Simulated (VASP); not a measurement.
# Sb (R-3m) in VASP: relaxation of cell and atoms with PBEsol

Aim: the relaxation of cell and atoms of Sb with PBEsol.

All numbers are computed with VASP 6.6.1; they aren't measurements. Logs are shortened: lines on timing, memory, paths and dates and some standing lists are left out, and cuts for length are marked.

**1. The cell of the first run**

The structure is trigonal, space group R-3m (No. 166). Conventional cell: a = 4.308 Å, b = 4.308 Å, c = 11.274 Å, α = 90.00°, β = 90.00°, γ = 120.00°. Within 3.8 Å of Sb (site symmetry 3m) lie 6 Sb at 2.91 to 3.35 Å.

**2. Relaxation of cell and atoms, PBEsol**

INCAR reads:

```
PREC = Accurate
ENCUT = 600
EDIFF = 1E-6
ISMEAR = -1
SIGMA = 0.05
LREAL = False
LASPH = True
NELM = 60
ALGO = Normal
ISIF = 3
LWAVE = False
LCHARG = False
GGA = PS
IBRION = 2
NSW = 60
EDIFFG = -0.02
```

KPOINTS reads:

```
regular mesh
0
Gamma
  13 13 13
```

POSCAR reads:

```
Sb
1.0
    2.1542000000      1.2437280000      3.7580000000
   -2.1542000000      1.2437280000      3.7580000000
    0.0000000000     -2.4874560000      3.7580000000
Sb
2
Direct
    0.2334900000      0.2334900000      0.2334900000
    0.7665100000      0.7665100000      0.7665100000
```

Potentials or basis: VASP PAW PBE potentials, release 64 (Sb).

The run is started by

```
cat potpaw_PBE.64/Sb/POTCAR > POTCAR
mpirun -np 1 vasp_std > vasp.out
```

OUTCAR:

```text
PREC = Accurate
   ENCUT = 600
   EDIFF = 1E-6
   ISMEAR = -1
   LREAL = False
   LASPH = True
   NELM = 60
   ISIF = 3
   GGA = PS
   IBRION = 2
   NSW = 60
   EDIFFG = -0.02

 ion  position               nearest neighbor table
   1  0.233  0.233  0.233-   2 2.91   2 2.91   2 2.91   2 3.35   2 3.35   2 3.35
   2  0.767  0.767  0.767-   1 2.91   1 2.91   1 2.91   1 3.35   1 3.35   1 3.35

  LATTYP: Found a trigonal (rhomboedric) cell.
 ALAT       =     4.5066618442
 COS(alpha) =     0.5430253418

  Lattice vectors:

 A1 = (   2.1542000000,   1.2437280000,   3.7580000000)
 A2 = (  -2.1542000000,   1.2437280000,   3.7580000000)
 A3 = (   0.0000000000,  -2.4874560000,   3.7580000000)

Analysis of symmetry for initial positions (statically):
=====================================================================
 Subroutine PRICEL returns:
 Original cell was already a primitive cell.

 Routine SETGRP: Setting up the symmetry group for a
 trigonal (rhombohedral) supercell.

 Subroutine GETGRP returns: Found 12 space group operations
 (whereof 12 operations were pure point group operations)
 out of a pool of 12 trial point group operations.

The static configuration has the point symmetry D_3d.

Analysis of symmetry for dynamics (positions and initial velocities):
=====================================================================
 Subroutine PRICEL returns:
 Original cell was already a primitive cell.

 Routine SETGRP: Setting up the symmetry group for a
 trigonal (rhombohedral) supercell.

 Subroutine GETGRP returns: Found 12 space group operations
 (whereof 12 operations were pure point group operations)
 out of a pool of 12 trial point group operations.

The dynamic configuration has the point symmetry D_3d.

 Subroutine INISYM returns: Found 12 space group operations
 (whereof 12 operations are pure point group operations),
 and found     1 'primitive' translations

----------------------------------------------------------------------------------------

                                     Primitive cell

  volume of cell :      60.4115

  direct lattice vectors                    reciprocal lattice vectors
     2.154200000  1.243728000  3.758000000     0.232104726  0.134005720  0.088699663
    -2.154200000  1.243728000  3.758000000    -0.232104726  0.134005720  0.088699663
     0.000000000 -2.487456000  3.758000000     0.000000000 -0.268011441  0.088699663

  length of vectors
     4.506661844  4.506661844  4.506661886     0.282307929  0.282307929  0.282307922

  position of ions in fractional coordinates (direct lattice)
     0.233490000  0.233490000  0.233490000
     0.766510000  0.766510000  0.766510000

  ion indices of the primitive-cell ions
   primitive index   ion index
                 1           1
                 2           2

----------------------------------------------------------------------------------------

 KPOINTS: regular mesh

Automatic generation of k-mesh.
 Grid dimensions read from file:
 generate k-points for:   13   13   13

 Generating k-lattice:

  Cartesian coordinates                     Fractional coordinates (reciprocal lattice)
     0.017854210  0.010308132  0.006823051     0.076923077 -0.000000000  0.000000000
    -0.017854210  0.010308132  0.006823051    -0.000000000  0.076923077  0.000000000
     0.000000000 -0.020616265  0.006823051     0.000000000  0.000000000  0.076923077

  Length of vectors
     0.021715995  0.021715995  0.021715994

  Shift w.r.t. Gamma in fractional coordinates (k-lattice)
     0.000000000  0.000000000  0.000000000

 Subroutine IBZKPT returns following result:
 ===========================================

 Found    231 irreducible k-points:

 Following reciprocal coordinates:
            Coordinates               Weight
  0.000000  0.000000  0.000000      1.000000
  0.076923  0.000000  0.000000      6.000000
  0.153846  0.000000  0.000000      6.000000
  0.230769 -0.000000  0.000000      6.000000
  0.307692  0.000000  0.000000      6.000000
  0.384615  0.000000 -0.000000      6.000000
[... 16 lines left out ...]
  0.384615  0.153846 -0.000000     12.000000
  0.461538  0.153846  0.000000     12.000000
 [... further k-points ...]
   k-points           NKPTS =    231   k-points in BZ     NKDIM =    231   number of bands    NBANDS=      9
   number of dos      NEDOS =    301   number of ions     NIONS =      2
   total plane-waves  NPLWV =  46656
   dimension x,y,z NGX =    36 NGY =   36 NGZ =   36
   dimension x,y,z NGXF=    72 NGYF=   72 NGZF=   72
   ions per type =               2
   NGX,Y,Z   is equivalent  to a cutoff of  13.28, 13.28, 13.28 a.u.
   NGXF,Y,Z  is equivalent  to a cutoff of  26.56, 26.56, 26.56 a.u.
 SYSTEM =  unknown system
   PREC   = accura    normal or accurate (medium, high low for compatibility)
   ISTART =      0    job   : 0-new  1-cont  2-samecut
   ICHARG =      2    charge: 1-file 2-atom 10-const
   ISPIN  =      1    spin polarized calculation?
   LNONCOLLINEAR =      F non collinear calculations
   LSORBIT =      F    spin-orbit coupling
   LASPH  =      T    aspherical Exc in radial PAW
   ENCUT  =  600.0 eV  44.10 Ry    6.64 a.u.   9.00  9.00  9.00*2*pi/ulx,y,z
   NELM   =     60;   NELMIN=  2; NELMDL= -5     # of ELM steps
   EDIFF  = 0.1E-05   stopping-criterion for ELM
   LREAL  =      F    real-space projection
   EDIFFG = -.2E-01   stopping-criterion for IOM
   NSW    =     60    number of steps for IOM
   IBRION =      2    ionic relax: 0-MD 1-quasi-New 2-CG
   NFREE  =      1    steps in history (QN), initial steepest desc. (CG)
   ISIF   =      3    stress and relaxation
   ISYM   =      2    0-nonsym 1-usesym 2-fastsym
   POTIM  = 0.5000    time-step for ionic-motion
   TEBEG  =    0.0;   TEEND  =   0.0 temperature during run
   PSTRESS=    0.0 pullay stress
   NELECT =      10.0000    total number of electrons
   NUPDOWN=      -1.0000    fix difference up-down
   EMIN   =  10.00;   EMAX   =-10.00  energy-range for DOS
   EFERMI =   0.00;   METHOD = LEGACY
   ISMEAR =    -1;   SIGMA  =   0.05  broadening in eV -4-tet -1-fermi 0-gaus
   EFERMI_NEDOS =   21; number of points for ismear=-14 and -15
   IALGO  =     38    algorithm
   IMIX   =      4    mixing-type and parameters
     AMIX     =   0.40;   BMIX     =  1.00
     AMIX_MAG =   1.60;   BMIX_MAG =  1.00
  volume/ion in A,a.u.               =      30.21       203.84
  Fermi-wavevector in a.u.,A,eV,Ry     =   0.898880  1.698637 10.993305  0.807985
  Thomas-Fermi vector in A             =   2.021644
   LORBIT       =      0    0 simple, 1 ext, 2 COOP (PROOUT), +10 PAW based schemes
   GGA     = PS    functional components
   LHFCALC =     F    Hartree Fock is set to
   AEXX    =    0.0000 exact exchange contribution
   IVDW    =     0    specifies the selected vdW correction
   LEPSILON=     F    determine dielectric tensor
   LRPA    =     F    only Hartree local field effects (RPA)
 conjugate gradient relaxation of ions
 non-spin polarized calculation
  energy-cutoff  :      600.00
  volume of cell :       60.41
 maximum number of plane-waves:      2039
   NGX = 17   NGY = 17   NGZ = 17

--------------------------------------- Ionic step        1  -------------------------------------------

 number of electron      10.0000000 magnetization

 Free energy of the ion-electron system (eV)
  ---------------------------------------------------
  ext. energy  EPLUGINS =         0.00000000
  ---------------------------------------------------
  free energy    TOTEN  =        -9.11028165 eV

  energy without entropy =       -9.10883427  energy(sigma->0) =       -9.10955796

------------------------ aborting loop because EDIFF is reached ----------------------------------------

  FORCE on cell =-STRESS in cart. coord.  units (eV):
  Direction    XX          YY          ZZ          XY          YZ          ZX
  --------------------------------------------------------------------------------------
  -------------------------------------------------------------------------------------
  Total        0.1561298      0.1561298     -0.0414400      0.0000000      0.0000000     -0.0000000
  in kB        4.1407309      4.1407313     -1.0990341      0.0000000      0.0000000     -0.0000000
  external PRESSURE =       2.3941427 kB  Pullay stress =       0.0000000 kB

 VOLUME and BASIS-vectors are now :
 -----------------------------------------------------------------------------
  energy-cutoff  :      600.00
  volume of cell :       60.41
      direct lattice vectors                 reciprocal lattice vectors
     2.154200000  1.243728000  3.758000000     0.232104726  0.134005720  0.088699663
    -2.154200000  1.243728000  3.758000000    -0.232104726  0.134005720  0.088699663
     0.000000000 -2.487456000  3.758000000     0.000000000 -0.268011441  0.088699663
[... 181 lines left out ...]
 POSITION                                       TOTAL-FORCE (eV/Angst)
 -----------------------------------------------------------------------------------
     -0.00000      0.00000      2.61873         0.000000      0.000000     -0.007321
     -0.00000      0.00000      8.45653        -0.000000     -0.000000      0.007321
 -----------------------------------------------------------------------------------
    total drift:                               -0.000000     -0.000000      0.000000

  FREE ENERGIE OF THE ION-ELECTRON SYSTEM (eV)
  ---------------------------------------------------
  free  energy   TOTEN  =        -9.1176802740 eV

  energy  without entropy=       -9.1154936298  energy(sigma->0) =       -9.11658695

--------------------------------------- Ionic step        7  -------------------------------------------

 number of electron      10.0000000 magnetization

 Free energy of the ion-electron system (eV)
  ---------------------------------------------------
  ext. energy  EPLUGINS =         0.00000000
  ---------------------------------------------------
  free energy    TOTEN  =        -9.11778391 eV

  energy without entropy =       -9.11559817  energy(sigma->0) =       -9.11669104

 E-fermi :   7.2173     XC(G=0):  -9.7321

 val. band max:        7.1944173796   @ k =   0.3846   0.0769   0.0769
 cond. band min:       7.2190237342   @ k =   0.3846   0.1538   0.1538
 fundamental gap:      0.0246063546
 Fermi energy:         7.2173053051

 k-point     1 :       0.0000    0.0000    0.0000
  band No.  band energies     occupation
      1      -5.4870      2.00000
      2       2.5441      2.00000
      3       5.2724      2.00000
      4       5.4602      2.00000
      5       5.4602      2.00000
      6       9.6231      0.00000
      7      10.0870      0.00000
      8      10.0870      0.00000
      9      12.1850      0.00000

 k-point     2 :       0.0769    0.0000    0.0000
  band No.  band energies     occupation
      1      -5.4213      2.00000
      2       2.2192      2.00000
      3       5.2981      2.00000
      4       5.4529      2.00000
      5       5.6121      2.00000
      6       9.5416      0.00000
      7       9.8876      0.00000
      8       9.8879      0.00000
      9      11.9200      0.00000
[... 253 lines left out ...]
 k-point    24 :       0.4615    0.1538    0.0000
  band No.  band energies     occupation
      1      -3.5121      2.00000
      2      -1.5749      2.00000
      3       4.0543      2.00000
      4       4.7568      2.00000
      5       5.3625      2.00000
      6       8.7866      0.00000
      7       8.9736      0.00000
      8       9.7026      0.00000
      9      12.4224      0.00000

 [... further k-points ...]

------------------------ aborting loop because EDIFF is reached ----------------------------------------

  FORCE on cell =-STRESS in cart. coord.  units (eV):
  Direction    XX          YY          ZZ          XY          YZ          ZX
  --------------------------------------------------------------------------------------
  -------------------------------------------------------------------------------------
  Total        0.0143876      0.0143876     -0.0316675      0.0000000      0.0000000      0.0000000
  in kB        0.3867314      0.3867314     -0.8512045      0.0000000      0.0000000      0.0000000
  external PRESSURE =      -0.0259139 kB  Pullay stress =       0.0000000 kB

 VOLUME and BASIS-vectors are now :
 -----------------------------------------------------------------------------
  energy-cutoff  :      600.00
  volume of cell :       59.61
      direct lattice vectors                 reciprocal lattice vectors
     2.160520781  1.247377305  3.686236455     0.231425684  0.133613676  0.090426465
    -2.160520781  1.247377305  3.686236455    -0.231425684  0.133613676  0.090426465
    -0.000000000 -2.494754610  3.686236455     0.000000000 -0.267227351  0.090426465

 POSITION                                       TOTAL-FORCE (eV/Angst)
 -----------------------------------------------------------------------------------
     -0.00000      0.00000      2.61539         0.000000      0.000000     -0.011050
     -0.00000      0.00000      8.44332        -0.000000     -0.000000      0.011050
 -----------------------------------------------------------------------------------
    total drift:                                0.000000      0.000000     -0.000000

  FREE ENERGIE OF THE ION-ELECTRON SYSTEM (eV)
  ---------------------------------------------------
  free  energy   TOTEN  =        -9.1177839124 eV

  energy  without entropy=       -9.1155981717  energy(sigma->0) =       -9.11669104

 reached required accuracy - stopping structural energy minimisation
```

It took 10 min on 1 thread of Oxide Virtual Turin-like, shared host; peak memory 0.28 GiB.

What came out:

| Item | Value |
| --- | --- |
| Free energy | -9.1178 eV |
| Relaxed volume | 29.80 Å³/atom |
| Relaxed cell | a = 4.451 Å, b = 4.451 Å, c = 4.451 Å, α = 58.08°, β = 58.08°, γ = 58.08° |
| Space group after relaxing (to 0.1 Å) | R-3m (No. 166) |
| Energy gained by relaxing | 3.8 meV/atom |
| Ionic steps | 7 |
| Pressure after relaxing | 0.0 GPa |
| Largest force after relaxing | 0.011 eV/Å |
| Band gap on the k mesh | zero (bands 5 and 6 overlap by 0.06 eV) |

Forces in eV/Å, atoms in the order of the input:
```
Sb   0.000  0.000 -0.011
Sb   0.000  0.000  0.011
```

Stress tensor (GPa, compression positive):
```
 0.04  0.00  0.00
 0.00  0.04  0.00
 0.00  0.00 -0.09
```

The path:
| step | energy change (eV) | largest force (eV/Å) | pressure (GPa) | volume (Å³) |
| --- | --- | --- | --- | --- |
| 1 | 0.0000 | 0.2053 | 0.24 | 60.41 |
| 2 | -0.0030 | 0.0799 | -0.45 | 60.81 |
| 3 | -0.0031 | 0.0524 | -0.60 | 60.90 |
| 4 | -0.0056 | 0.0297 | -0.38 | 60.42 |
| 5 | -0.0074 | 0.0051 | 0.03 | 59.63 |
| 6 | -0.0074 | 0.0073 | 0.06 | 59.57 |
| 7 | -0.0075 | 0.0111 | 0.00 | 59.61 |

Final structure:
```cif
data_structure
_symmetry_space_group_name_H-M 'P 1'
_symmetry_Int_Tables_number 1
_cell_length_a 4.4511
_cell_length_b 4.4511
_cell_length_c 4.4511
_cell_angle_alpha 58.076
_cell_angle_beta 58.076
_cell_angle_gamma 58.076
_cell_volume 59.61
loop_
_atom_site_label
_atom_site_type_symbol
_atom_site_fract_x
_atom_site_fract_y
_atom_site_fract_z
_atom_site_occupancy
Sb1 Sb 0.23650 0.23650 0.23650 1
Sb2 Sb 0.76350 0.76350 0.76350 1
```

Caveat: the PAW data sets were made with another functional, which shifts forces and pressure a little; spin-orbit coupling is left out, which moves the levels of the heavy elements.

The gap in the log of VASP goes by the Fermi energy; the results here count the filled bands.